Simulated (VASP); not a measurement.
A run of VASP 6.6.1 is set up as follows.

The input INCAR:

```
SYSTEM = WC
ALGO     = Normal         ! electronic algorithm
EDIFF    = 1E-6           ! SCF threshold, eV
ENCUT    = 910            ! plane-wave cutoff, eV
GGA      = PS             ! functional
GGA_COMPAT= .FALSE.      
ISIF     = 2              ! what is computed and relaxed
ISMEAR   = -1             ! smearing method
LASPH    = .TRUE.         ! aspherical terms in the spheres
LCHARG   = .TRUE.         ! write CHGCAR
LELF     = .TRUE.         ! ELF
LREAL    = .FALSE.        ! projectors in reciprocal space
LVHAR    = .TRUE.       
LWAVE    = .FALSE.        ! write WAVECAR
NBANDS   = 16             ! bands
NELM     = 120            ! most SCF steps
PREC     = Accurate       ! precision mode
SIGMA    = 0.05           ! smearing width, eV
```

Contents of KPOINTS:

```
k-points
0
G
  10 10 10
  0 0 0
```

Contents of POSCAR:

```
WC
1.0
    0.0000000000      2.1926840000      2.1926840000
    2.1926840000      0.0000000000      2.1926840000
    2.1926840000      2.1926840000      0.0000000000
W C
1 1
Direct
    0.0000000000      0.0000000000      0.0000000000
    0.5000000000      0.5000000000      0.5000000000
```

Potentials or basis: VASP PAW PBE potentials, release 64 (W_sv, C_h).

Launch:

```sh
$ cat potpaw_PBE.64/W_sv/POTCAR potpaw_PBE.64/C_h/POTCAR > POTCAR
$ mpirun -np 1 vasp_std > vasp.out
```

Predict the pressure.

-9.4 GPa.

Predict the band gap on the k mesh.

zero (band 9 reaches 13.63 eV, above the bottom of band 10 at 10.44 eV).

Caveat: the cutoff is under 1.25 times the usual one of these potentials, so pressure, stress and relaxed cells hold a basis-set (Pulay) error; the PAW data sets were made with another functional, which shifts forces and pressure a little; spin-orbit coupling is left out, which moves the levels of the heavy elements.
